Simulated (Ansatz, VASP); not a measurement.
## BaTe in VASP and in Ansatz

```xyz
2
Lattice="4.2448 0.0000 0.0000 0.0000 4.2448 0.0000 0.0000 0.0000 4.2448" Properties=species:S:1:pos:R:3 pbc="T T T"
Ba    0.0000    0.0000    0.0000
Te    2.1224    2.1224    2.1224
```

Alike in both runs: task single point; functional HSE06; k mesh 4 × 4 × 4; no spin polarisation.

```csv
,VASP,Ansatz
version,VASP 6.6.1,Ansatz 0.2.0
potentials or method,"VASP PAW PBE potentials, release 64 (Ba_sv, Te)",plane waves
plane-wave cutoff (eV),520,420
occupations,"gaussian, width 0.01 eV",fixed
valence electrons in the cell,16,26
```

Ansatz gave:

- gap on the k mesh at the Fermi level (eV): 1.51
- pressure (GPa): -0.3

Task: What did VASP give for the same quantities?

Result: gap on the k mesh at the Fermi level (eV): 1.44; pressure (GPa): 0.0.

VASP's potentials hold 16 valence electrons a cell and Ansatz's 26, so a difference there can come from the potentials and not from the codes. Ansatz's warnings: stress exchange threshold loose, stress scf threshold loose.

Spin-orbit coupling is off throughout.
